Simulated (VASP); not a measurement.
A run of VASP 6.6.1 is set up as follows.

Contents of POSCAR:

```
Si2Mo
1.0
    3.2978019251      0.0000000000      0.0000000000
    0.0000000000      3.2978019251      0.0000000000
    0.0000000000      0.0000000000      7.7464929158
Si Mo
4 2
Direct
    0.0000000000      0.0000000000      0.3358510385
    0.5000000000      0.5000000000      0.1641489615
    0.5000000000      0.5000000000      0.8358510385
    0.0000000000      0.0000000000      0.6641489615
    0.0000000000      0.0000000000      0.0000000000
    0.5000000000      0.5000000000      0.5000000000
```

The input INCAR.step1:

```
SYSTEM = Si2Mo
ALGO     = Normal         ! electronic algorithm
EDIFF    = 1E-5           ! SCF threshold, eV
ENCUT    = 550            ! plane-wave cutoff, eV
GGA      = PE             ! functional
GGA_COMPAT= .False.      
ISMEAR   = 0              ! smearing method
LASPH    = .True.         ! aspherical terms in the spheres
LCHARG   = .False.        ! write CHGCAR
LREAL    = .False.        ! projectors in reciprocal space
LWAVE    = .True.         ! write WAVECAR
NBANDS   = 31             ! bands
NELM     = 120            ! most SCF steps
PREC     = Accurate       ! precision mode
SIGMA    = 0.1            ! smearing width, eV
```

The input INCAR.step2:

```
SYSTEM = Si2Mo
ALGO     = Normal         ! electronic algorithm
EDIFF    = 1E-6           ! SCF threshold, eV
ENCUT    = 550            ! plane-wave cutoff, eV
GGA_COMPAT= .False.      
ISIF     = 2              ! what is computed and relaxed
ISMEAR   = 0              ! smearing method
ISTART   = 1            
LASPH    = .True.         ! aspherical terms in the spheres
LCHARG   = .False.        ! write CHGCAR
LMIXTAU  = .True.       
LREAL    = .False.        ! projectors in reciprocal space
LWAVE    = .False.        ! write WAVECAR
METAGGA  = R2SCAN         ! meta-GGA
NBANDS   = 31             ! bands
NELM     = 120            ! most SCF steps
PREC     = Accurate       ! precision mode
SIGMA    = 0.1            ! smearing width, eV
```

Contents of KPOINTS:

```
k-points
0
Gamma
  12 12 6
  0 0 0
```

Potentials or basis: VASP PAW PBE potentials, release 64 (Si, Mo_sv).

The run is started by

```bash
$ cat potpaw_PBE.64/Si/POTCAR potpaw_PBE.64/Mo_sv/POTCAR > POTCAR
$ cp INCAR.step1 INCAR
$ mpirun -np 1 vasp_std > vasp.out
$ cp INCAR.step2 INCAR
$ mpirun -np 1 vasp_std > vasp.out
```

Task: Predict the pressure.

Result: -8.5 GPa.

Task: Estimate the band gap on the k mesh.

Result: Zero (bands 22 and 23 overlap by 0.80 eV).

Stress tensor (GPa, compression positive):
```
-12.85   0.00   0.00
  0.00 -12.85   0.00
  0.00   0.00   0.29
```

Caveat: the cell differs from its parent crystal (biaxial strain in the a-b plane: +3.0 %, then relaxed in part); the stress differs along the axes, from -13 to 0 GPa; the PAW data sets were made with another functional, which shifts forces and pressure a little.
